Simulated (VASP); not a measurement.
# Ti3Si (Fm-3m) in VASP: a series of runs

Ti3Si is run at these levels: PBEsol; tasks: single point.

Program: VASP 6.6.1. These are calculated values, not measurements. Logs are shortened: lines on timing, memory, paths and dates and some standing lists are left out, and cuts for length are marked.

## 1. The cell of the first run

Symmetry: Fm-3m, No. 225, cubic system. The conventional cell has a = 6.289 Å, b = 6.289 Å, c = 6.289 Å, α = 90.00°, β = 90.00°, γ = 90.00°. Within 3.6 Å of Ti (site symmetry -43m) lie 10 Ti at 2.72 to 3.14 Å and 4 Si at 2.72 Å. Within 3.6 Å of Ti (site symmetry m-3m) lie 8 Ti at 2.72 Å and 6 Si at 3.14 Å. Si (site symmetry m-3m) has 14 Ti at 2.72 to 3.14 Å within 3.6 Å.

## 2. Single point, PBEsol

INCAR

```
PREC = Accurate
ENCUT = 520
EDIFF = 1E-6
ISMEAR = -1
SIGMA = 0.15
LREAL = False
LASPH = True
NELM = 80
ALGO = Normal
ISIF = 2
LWAVE = False
LCHARG = False
GGA = PS
NBANDS = 28
```

KPOINTS

```
Automatic mesh
0
Gamma
  6 6 6
```

POSCAR

```
Ti3Si
1.0
    0.0000000000      3.1443560000      3.1443560000
    3.1443560000      0.0000000000      3.1443560000
    3.1443560000      3.1443560000      0.0000000000
Ti Si
3 1
Direct
    0.7500000000      0.7500000000      0.7500000000
    0.2500000000      0.2500000000      0.2500000000
    0.0000000000      0.0000000000      0.0000000000
    0.5000000000      0.5000000000      0.5000000000
```

Potentials or basis: VASP PAW PBE potentials, release 64 (Ti_sv, Si).

The run is started by

```
> cat potpaw_PBE.64/Ti_sv/POTCAR potpaw_PBE.64/Si/POTCAR > POTCAR
> mpirun -np 1 vasp_std > vasp.out
```

OUTCAR:

```text
PREC = Accurate
   ENCUT = 520
   EDIFF = 1E-6
   ISMEAR = -1
   LREAL = False
   LASPH = True
   NELM = 80
   ISIF = 2
   GGA = PS

 ion  position               nearest neighbor table
   1  0.750  0.750  0.750-   4 2.72   4 2.72   4 2.72   3 2.72   4 2.72   3 2.72   3 2.72   3 2.72

   2  0.250  0.250  0.250-   3 2.72   3 2.72   3 2.72   3 2.72   4 2.72   4 2.72   4 2.72   4 2.72

   3  0.000  0.000  0.000-   1 2.72   1 2.72   1 2.72   1 2.72   2 2.72   2 2.72   2 2.72   2 2.72

   4  0.500  0.500  0.500-   2 2.72   2 2.72   2 2.72   1 2.72   2 2.72   1 2.72   1 2.72   1 2.72

  LATTYP: Found a face centered cubic cell.
 ALAT       =     6.2887120000

  Lattice vectors:

 A1 = (   0.0000000000,   3.1443560000,   3.1443560000)
 A2 = (   3.1443560000,   0.0000000000,   3.1443560000)
 A3 = (   3.1443560000,   3.1443560000,   0.0000000000)

Analysis of symmetry for initial positions (statically):
=====================================================================
 Subroutine PRICEL returns:
 Original cell was already a primitive cell.

 Routine SETGRP: Setting up the symmetry group for a
 face centered cubic supercell.

 Subroutine GETGRP returns: Found 48 space group operations
 (whereof 48 operations were pure point group operations)
 out of a pool of 48 trial point group operations.

The static configuration has the point symmetry O_h .

Analysis of symmetry for dynamics (positions and initial velocities):
=====================================================================
 Subroutine PRICEL returns:
 Original cell was already a primitive cell.

 Routine SETGRP: Setting up the symmetry group for a
 face centered cubic supercell.

 Subroutine GETGRP returns: Found 48 space group operations
 (whereof 48 operations were pure point group operations)
 out of a pool of 48 trial point group operations.

The dynamic configuration has the point symmetry O_h .

 Subroutine INISYM returns: Found 48 space group operations
 (whereof 48 operations are pure point group operations),
 and found     1 'primitive' translations

----------------------------------------------------------------------------------------

                                     Primitive cell
[... 73 lines left out ...]
   ions per type =               3   1
   NGX,Y,Z   is equivalent  to a cutoff of  13.46, 13.46, 13.46 a.u.
   NGXF,Y,Z  is equivalent  to a cutoff of  26.92, 26.92, 26.92 a.u.
 SYSTEM =  unknown system
   PREC   = accura    normal or accurate (medium, high low for compatibility)
   ISTART =      0    job   : 0-new  1-cont  2-samecut
   ICHARG =      2    charge: 1-file 2-atom 10-const
   ISPIN  =      1    spin polarized calculation?
   LNONCOLLINEAR =      F non collinear calculations
   LSORBIT =      F    spin-orbit coupling
   LASPH  =      T    aspherical Exc in radial PAW
   ENCUT  =  520.0 eV  38.22 Ry    6.18 a.u.   8.27  8.27  8.27*2*pi/ulx,y,z
   NELM   =     80;   NELMIN=  2; NELMDL= -5     # of ELM steps
   EDIFF  = 0.1E-05   stopping-criterion for ELM
   LREAL  =      F    real-space projection
[... 7 lines left out ...]
   TEBEG  =    0.0;   TEEND  =   0.0 temperature during run
   PSTRESS=    0.0 pullay stress
   NELECT =      40.0000    total number of electrons
   NUPDOWN=      -1.0000    fix difference up-down
   EMIN   =  10.00;   EMAX   =-10.00  energy-range for DOS
   EFERMI =   0.00;   METHOD = LEGACY
   ISMEAR =    -1;   SIGMA  =   0.15  broadening in eV -4-tet -1-fermi 0-gaus
   EFERMI_NEDOS =   21; number of points for ismear=-14 and -15
   IALGO  =     38    algorithm
   IMIX   =      4    mixing-type and parameters
     AMIX     =   0.40;   BMIX     =  1.00
     AMIX_MAG =   1.60;   BMIX_MAG =  1.00
  volume/ion in A,a.u.               =      15.54       104.90
  Fermi-wavevector in a.u.,A,eV,Ry     =   1.413253  2.670660 27.174683  1.997283
  Thomas-Fermi vector in A             =   2.534917
   LORBIT       =      0    0 simple, 1 ext, 2 COOP (PROOUT), +10 PAW based schemes
   GGA     = PS    functional components
   LHFCALC =     F    Hartree Fock is set to
   AEXX    =    0.0000 exact exchange contribution
   IVDW    =     0    specifies the selected vdW correction
   LEPSILON=     F    determine dielectric tensor
   LRPA    =     F    only Hartree local field effects (RPA)
 non-spin polarized calculation
  energy-cutoff  :      520.00
  volume of cell :       62.18
 maximum number of plane-waves:      1687
 NGX is ok and might be reduce to    36
   NGX = 17   NGY = 17   NGZ = 17

 number of electron      39.9999991 magnetization

 Free energy of the ion-electron system (eV)
  ---------------------------------------------------
  ext. energy  EPLUGINS =         0.00000000
  ---------------------------------------------------
  free energy    TOTEN  =       -32.41034499 eV

  energy without entropy =      -31.99594297  energy(sigma->0) =      -32.20314398

 E-fermi :   9.2095     XC(G=0): -11.8642

 val. band max:        9.1595335016   @ k =   0.1667   0.1667   0.0000
 cond. band min:       9.2138583316   @ k =  -0.1667   0.1667   0.0000
 fundamental gap:      0.0543248300
 Fermi energy:         9.2094543669

 k-point     1 :       0.0000    0.0000    0.0000
  band No.  band energies     occupation
      1     -47.0958      2.00000
      2     -47.0061      2.00000
      3     -46.6578      2.00000
      4     -23.5018      2.00000
      5     -23.5018      2.00000
      6     -23.5018      2.00000
[... 485 lines left out ...]
     27      11.8203      0.00000
     28      11.9486      0.00000

------------------------ aborting loop because EDIFF is reached ----------------------------------------

  FORCE on cell =-STRESS in cart. coord.  units (eV):
  Direction    XX          YY          ZZ          XY          YZ          ZX
  --------------------------------------------------------------------------------------
  -------------------------------------------------------------------------------------
  Total       -1.8039645     -1.8039645     -1.8039645     -0.0000000     -0.0000000      0.0000000
  in kB      -46.4850653    -46.4850653    -46.4850653     -0.0000000     -0.0000000      0.0000000
  external PRESSURE =     -46.4850653 kB  Pullay stress =       0.0000000 kB

 VOLUME and BASIS-vectors are now :
 -----------------------------------------------------------------------------
  energy-cutoff  :      520.00
  volume of cell :       62.18
      direct lattice vectors                 reciprocal lattice vectors
     0.000000000  3.144356000  3.144356000    -0.159015073  0.159015073  0.159015073
     3.144356000  0.000000000  3.144356000     0.159015073 -0.159015073  0.159015073
     3.144356000  3.144356000  0.000000000     0.159015073  0.159015073 -0.159015073

 POSITION                                       TOTAL-FORCE (eV/Angst)
 -----------------------------------------------------------------------------------
      4.71653      4.71653      4.71653         0.000000      0.000000      0.000000
      1.57218      1.57218      1.57218        -0.000000     -0.000000     -0.000000
      0.00000      0.00000      0.00000        -0.000000      0.000000      0.000000
      3.14436      3.14436      3.14436        -0.000000      0.000000      0.000000
 -----------------------------------------------------------------------------------
    total drift:                                0.000000      0.000000      0.000000

  FREE ENERGIE OF THE ION-ELECTRON SYSTEM (eV)
  ---------------------------------------------------
  free  energy   TOTEN  =       -32.4103449921 eV

  energy  without entropy=      -31.9959429745  energy(sigma->0) =      -32.20314398
```

Wall time 24 s (1 thread of AMD EPYC 9R45 (Zen 5), shared host); peak memory 0.17 GiB.

What came out:

| Property | Result |
| --- | --- |
| Free energy | -32.4103 eV |
| Pressure | -4.6 GPa |
| Band gap on the k mesh | zero (band 20 reaches 9.31 eV, above the bottom of band 21 at 8.97 eV) |

Levels at points of the mesh, in eV from the Fermi level:
```csv
k point,band 16,band 17,band 18,band 19,band 20,band 21,band 22,band 23,band 24,band 25
"(0.00, 0.00, 0.00)",-2.74,-2.02,-2.02,-0.06,-0.06,-0.06,2.06,2.27,2.27,2.27
"(0.50, 0.00, 0.00)",-2.91,-0.52,-0.47,-0.47,-0.21,-0.21,0.59,0.90,0.90,2.70
"(0.50, 0.50, 0.00)",-2.20,-1.91,-1.91,-0.30,-0.24,-0.24,1.05,1.23,1.23,2.35
```

Caveat: the PAW data sets were made with another functional, which shifts forces and pressure a little.

## 3. Single point, PBEsol

INCAR

```
SYSTEM = Ti3Si
ALGO = Normal
EDIFF = 1E-6
ENCUT = 520
GGA = PS
ISIF = 2
ISMEAR = -1
LASPH = .True.
LCHARG = .False.
LREAL = .False.
LWAVE = .False.
NBANDS = 28
NELM = 60
PREC = Accurate
SIGMA = 0.15
```

KPOINTS

```
k-points
0
Gamma
  6 6 6
  0 0 0
```

POSCAR is that of step 2.

Potentials or basis: VASP PAW PBE potentials, release 64 (Ti_sv, Si).

The run is started by

```
> cat potpaw_PBE.64/Ti_sv/POTCAR potpaw_PBE.64/Si/POTCAR > POTCAR
> mpirun -np 1 vasp_std > vasp.out
```

OUTCAR:

```text
SYSTEM = Ti3Si
   EDIFF = 1E-6
   ENCUT = 520
   GGA = PS
   ISIF = 2
   ISMEAR = -1
   LASPH = .True.
   LREAL = .False.
   NELM = 60
   PREC = Accurate

 ion  position               nearest neighbor table
   1  0.750  0.750  0.750-   4 2.72   4 2.72   4 2.72   3 2.72   4 2.72   3 2.72   3 2.72   3 2.72

   2  0.250  0.250  0.250-   3 2.72   3 2.72   3 2.72   3 2.72   4 2.72   4 2.72   4 2.72   4 2.72

   3  0.000  0.000  0.000-   1 2.72   1 2.72   1 2.72   1 2.72   2 2.72   2 2.72   2 2.72   2 2.72
[... 687 lines left out ...]
  Direction    XX          YY          ZZ          XY          YZ          ZX
  --------------------------------------------------------------------------------------
  -------------------------------------------------------------------------------------
  Total       -1.8039645     -1.8039645     -1.8039645     -0.0000000     -0.0000000      0.0000000
  in kB      -46.4850653    -46.4850653    -46.4850653     -0.0000000     -0.0000000      0.0000000
  external PRESSURE =     -46.4850653 kB  Pullay stress =       0.0000000 kB

 VOLUME and BASIS-vectors are now :
 -----------------------------------------------------------------------------
  energy-cutoff  :      520.00
  volume of cell :       62.18
      direct lattice vectors                 reciprocal lattice vectors
     0.000000000  3.144356000  3.144356000    -0.159015073  0.159015073  0.159015073
     3.144356000  0.000000000  3.144356000     0.159015073 -0.159015073  0.159015073
     3.144356000  3.144356000  0.000000000     0.159015073  0.159015073 -0.159015073

 POSITION                                       TOTAL-FORCE (eV/Angst)
 -----------------------------------------------------------------------------------
      4.71653      4.71653      4.71653         0.000000      0.000000      0.000000
      1.57218      1.57218      1.57218        -0.000000     -0.000000     -0.000000
      0.00000      0.00000      0.00000        -0.000000      0.000000      0.000000
      3.14436      3.14436      3.14436        -0.000000      0.000000      0.000000
 -----------------------------------------------------------------------------------
    total drift:                                0.000000      0.000000      0.000000

  FREE ENERGIE OF THE ION-ELECTRON SYSTEM (eV)
  ---------------------------------------------------
  free  energy   TOTEN  =       -32.4103449921 eV

  energy  without entropy=      -31.9959429745  energy(sigma->0) =      -32.20314398
```

OSZICAR:

```text
N       E                     dE             d eps       ncg     rms          rms(c)
DAV:   1     0.473458062301E+03    0.47346E+03   -0.20166E+04   896   0.171E+03
DAV:   2     0.164818373614E+02   -0.45698E+03   -0.44810E+03   896   0.507E+02
DAV:   3    -0.316438160909E+02   -0.48126E+02   -0.46982E+02  1600   0.145E+02
DAV:   4    -0.358367543775E+02   -0.41929E+01   -0.41581E+01  1320   0.359E+01
DAV:   5    -0.360422954256E+02   -0.20554E+00   -0.20516E+00  1400   0.716E+00    0.172E+01
DAV:   6    -0.323442570914E+02    0.36980E+01   -0.19717E+01  1300   0.358E+01    0.413E+00
DAV:   7    -0.324092350341E+02   -0.64978E-01   -0.13645E+00  1204   0.795E+00    0.300E+00
DAV:   8    -0.324283294552E+02   -0.19094E-01   -0.35142E-01  1244   0.622E+00    0.212E+00
DAV:   9    -0.324188251157E+02    0.95043E-02   -0.32021E-01  1248   0.554E+00    0.733E-01
DAV:  10    -0.324088436876E+02    0.99814E-02   -0.95958E-02  1188   0.275E+00    0.459E-01
DAV:  11    -0.324103127763E+02   -0.14691E-02   -0.14171E-02  1168   0.115E+00    0.918E-02
DAV:  12    -0.324103422761E+02   -0.29500E-04   -0.11950E-03  1256   0.328E-01    0.294E-02
DAV:  13    -0.324103458431E+02   -0.35670E-05   -0.80513E-05  1092   0.897E-02    0.100E-02
DAV:  14    -0.324103445268E+02    0.13163E-05   -0.16216E-05  1372   0.273E-02    0.447E-03
DAV:  15    -0.324103449921E+02   -0.46534E-06   -0.10457E-06   684   0.120E-02
   1 F= -.32410345E+02 E0= -.32203144E+02  d E =-.414402E+00
```

Run time: 23 s. Hardware: 1 thread of AMD EPYC 9R45 (Zen 5), shared host; peak memory 0.17 GiB.

What came out:

* Free energy: -32.4103 eV
* Pressure: -4.6 GPa
* Band gap on the k mesh: zero (band 20 reaches 9.31 eV, above the bottom of band 21 at 8.97 eV)

Caveat: the PAW data sets were made with another functional, which shifts forces and pressure a little.
